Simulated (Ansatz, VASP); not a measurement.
## GaSb: VASP beside Ansatz

```
Ga Sb
1.0
    -1.46129    2.56882    3.17124
     1.46129   -2.56882    3.17124
     1.46129    2.56882   -3.17124
Ga Sb
1 1
Direct
  0.00000 0.00000 0.00000
  0.50000 0.50000 0.00000
```

Change from the starting cell: strain +e along x and -e along y -0.0400, strain +e along z and -e/2 along x and y +0.1000.

Alike in both runs: task single point; functional PBE; k mesh 16 × 16 × 16; occupations gaussian, width 0.15 eV; no spin polarisation.

|  | VASP | Ansatz |
| --- | --- | --- |
| version | VASP 6.6.1 | Ansatz 0.2.0 |
| potentials or method | VASP PAW PBE potentials, release 64 (Ga_d, Sb), cutoff 520 eV | scalar-relativistic, plane waves, PAW |
| valence electrons in the cell | 18 | 28 |

VASP gave:

| Property | Result |
| --- | --- |
| gap on the k mesh at the Fermi level (eV) | none |
| pressure (GPa) | 3.6 |
| traceless stress, the component that is largest in VASP (GPa) | -10.18 |

Task: Estimate Ansatz's values.

Result: gap on the k mesh at the Fermi level (eV): none; pressure (GPa): 3.5; traceless stress, the component that is largest in VASP (GPa): -10.13.

A gap of «none» marks a metal or a gap that the smearing closes. VASP's potentials hold 18 valence electrons a cell and Ansatz's 28, so a difference there can come from the potentials and not from the codes.

Neither program's run includes spin-orbit coupling.
